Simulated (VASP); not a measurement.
# SiC (Moissanite): single point with PBEsol+D3(BJ)

Crystal: SiC (Moissanite).

```
CELL_PARAMETERS angstrom
3.01321 0.00000 0.00000
-1.50660 2.60951 0.00000
0.00000 0.00000 4.94495
ATOMIC_POSITIONS crystal
Si 0.66667 0.33333 0.50000
Si 0.33333 0.66667 0.00000
C 0.66667 0.33333 0.88500
C 0.33333 0.66667 0.38500
```

```
Program             : VASP 6.6.1
Task                : single point
Functional          : PBEsol
Dispersion          : D3(BJ)
Potentials or basis : VASP PAW PBE potentials, release 64 (Si, C)
Cutoff              : 520 eV
k mesh              : 10 × 10 × 5
Occupations         : fermi-dirac, width 0.05 eV
Spin                : no spin polarisation
```

```yaml
Pressure: 11.9 GPa
Largest_force: 0.854 eV/Å
Band_gap_on_the_k_mesh: 2.21 eV, indirect (least direct gap 4.08 eV)
Dispersion_energy_per_atom: -0.258 eV
```

Forces on the atoms (eV/Å):
```
Si   0.000  0.000  0.854
Si   0.000  0.000  0.854
C    0.000  0.000 -0.854
C    0.000  0.000 -0.854
```

Stress tensor (GPa, compression positive):
```
14.51  0.00  0.00
 0.00 14.51  0.00
 0.00  0.00  6.69
```

Levels at points of the mesh, in eV from the valence-band top:
| k point | band 5 | band 6 | band 7 | band 8 | band 9 | band 10 | band 11 | band 12 |
| --- | --- | --- | --- | --- | --- | --- | --- | --- |
| (0.00, 0.00, 0.00) | -1.58 | -0.27 | -0.27 | 0.00 | 5.12 | 6.60 | 6.80 | 6.80 |
| (0.50, 0.00, 0.00) | -5.70 | -3.68 | -3.50 | -1.50 | 2.58 | 4.17 | 7.14 | 7.35 |

Wall time 27 s on 1 thread of Intel(R) Xeon(R) Platinum 8259CL CPU @ 2.50GHz (Skylake/Cascade Lake), with other jobs on the host, peak memory 0.17 GiB.

Caveat: the PAW data sets were made with another functional, which shifts forces and pressure a little. A k mesh can miss the band edges.
